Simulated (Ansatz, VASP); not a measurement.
# Ti in VASP and in Ansatz

INCAR

```
SYSTEM = Ti
PREC = Accurate ; ENCUT = 520
EDIFF = 1E-7 ; ISMEAR = -1
SIGMA = 0.05 ; LREAL = .FALSE.
LASPH = .TRUE. ; NELM = 150
ALGO = Normal ; ISIF = 2
LWAVE = .FALSE. ; LCHARG = .FALSE.
ISPIN = 2 ; MAGMOM = 1 1
LORBIT = 11 ; LMAXMIX = 4
GGA = B5 ; ALDAX = 1.0
AGGAX = 1.0 ; AGGAC = 1.0
ALDAC = 0.0 ; NBANDS = 23
```

KPOINTS

```
regular mesh
0
G
  20 20 11
  0 0 0
```

Contents of POSCAR:

```
Ti
1.0
    2.8798028382      0.0000000000      0.0000000000
   -1.4399014191      2.4939824158      0.0000000000
    0.0000000000      0.0000000000      4.5592893094
Ti
2
Direct
    0.3333333333      0.6666666667      0.2500000000
    0.6666666667      0.3333333333      0.7500000000
```

Input for Ansatz:

```yaml
crystal:
  lattice:
    - [2.8798028382, 0.0, 0.0]
    - [-1.4399014191, 2.4939824158, 0.0]
    - [0.0, 0.0, 4.5592893094]
  atoms:
    - { symbol: Ti, position: [0.3333333333, 0.6666666667, 0.25], spin: 1.0 }
    - { symbol: Ti, position: [0.6666666667, 0.3333333333, 0.75], spin: 1.0 }
hamiltonian:
  xc: blyp
  pseudopotentials:
    kind: paw
    azcp:
      Ti: "pseudopotentials/Ti.paw.azcp"
basis:
  ecutwfc: 420
  fft_grid_basis: typed
kpoints:
  mp_grid: { grid: [20, 20, 11], shift: [0, 0, 0] }
magnetization:
  spin_polarized: true
scf:
  occupations: { method: fermi_dirac, width: 0.05 }
output:
  stress: true
```

Alike in both runs: task single point; functional BLYP; k mesh 20 × 20 × 11; occupations fermi-dirac, width 0.05 eV; collinear spin.

```csv
,VASP,Ansatz
version,VASP 6.6.1,Ansatz 0.2.0
potentials or method,"VASP PAW PBE potentials, release 64 (Ti_sv), cutoff 520 eV","plane waves (420 eV) with PAW, scalar-relativistic"
valence electrons in the cell,24,24
```

Ansatz gave:

- pressure (GPa): 10.2
- traceless stress, the component that is largest in VASP (GPa): 0.05
- net moment per atom (μB): 0.00

Q: Estimate VASP's values.

A: Pressure (GPa): 10.0; traceless stress, the component that is largest in VASP (GPa): 0.07; net moment per atom (μB): 0.00.

VASP's potentials were made for PBE, not for BLYP. The functional is the same, so the differences come from potentials, cutoffs and numerics. Ansatz's warnings: seeded moment not kept.
